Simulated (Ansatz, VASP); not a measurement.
**Rh in VASP and in Ansatz**

INCAR

```
  ALGO = Normal
  EDIFF = 1E-6
  ENCUT = 500
  GGA = CA
  GGA_COMPAT = F
  ISIF = 2
  ISMEAR = 0
  LASPH = T
  LCHARG = T
  LELF = T
  LREAL = F
  LVHAR = T
  LWAVE = F
  NBANDS = 22
  NELM = 120
  PREC = Accurate
  SIGMA = 0.1
```

File KPOINTS:

```
k-points
0
Gamma
  3 3 1
```

POSCAR

```
Rh
1.0
    2.7309790422      0.0000000000      0.0000000000
   -1.3654895211      2.3650972278      0.0000000000
    0.0000000000      0.0000000000      4.4284890000
Rh
2
Direct
    0.6666666667      0.3333333333      0.7500000000
    0.3333333333      0.6666666667      0.2500000000
```

Input for Ansatz:

```yaml
crystal:
  lattice:
    - [2.7309790422, 0.0, 0.0]
    - [-1.3654895211, 2.3650972278, 0.0]
    - [0.0, 0.0, 4.428489]
  atoms:
    - { symbol: Rh, position: [0.6666666667, 0.3333333333, 0.75] }
    - { symbol: Rh, position: [0.3333333333, 0.6666666667, 0.25] }
basis:
  ecutwfc: "17 Ha"
kpoints:
  mp_grid: { grid: [3, 3, 1] }
hamiltonian:
  xc: lda
scf:
  occupations: { method: gaussian, width: 0.1 }
  mixing: { preconditioner: kerker }
  initial_density: { chi_scale: 0, normalization: atom }
  max_iter: 58
output:
  forces: true
  stress: true
  eigenvalues: true
```

Alike in both runs: task single point; functional LDA; k mesh 3 × 3 × 1; occupations gaussian, width 0.1 eV; no spin polarisation.

|  | VASP | Ansatz |
| --- | --- | --- |
| version | VASP 6.6.1 | Ansatz 0.2.0 |
| potentials or method | VASP PAW LDA potentials, release 64 (Rh_pv), cutoff 500 eV | scalar-relativistic, plane waves, PAW |
| valence electrons in the cell | 30 | 34 |

Ansatz gave:

* gap on the k mesh at the Fermi level (eV): none
* pressure (GPa): -10.2
* traceless stress, the component that is largest in VASP (GPa): -35.39

Question: Estimate VASP's values.

Answer: gap on the k mesh at the Fermi level (eV): none; pressure (GPa): -9.2; traceless stress, the component that is largest in VASP (GPa): -34.68.

LDA's correlation is that of Perdew and Zunger in VASP and of Perdew and Wang (1992) in Ansatz. A gap of «none» marks a metal or a gap that the smearing closes. VASP's potentials hold 30 valence electrons a cell and Ansatz's 34, so a difference there can come from the potentials and not from the codes.

The k mesh is coarse, so the values compare programs but aren't converged.
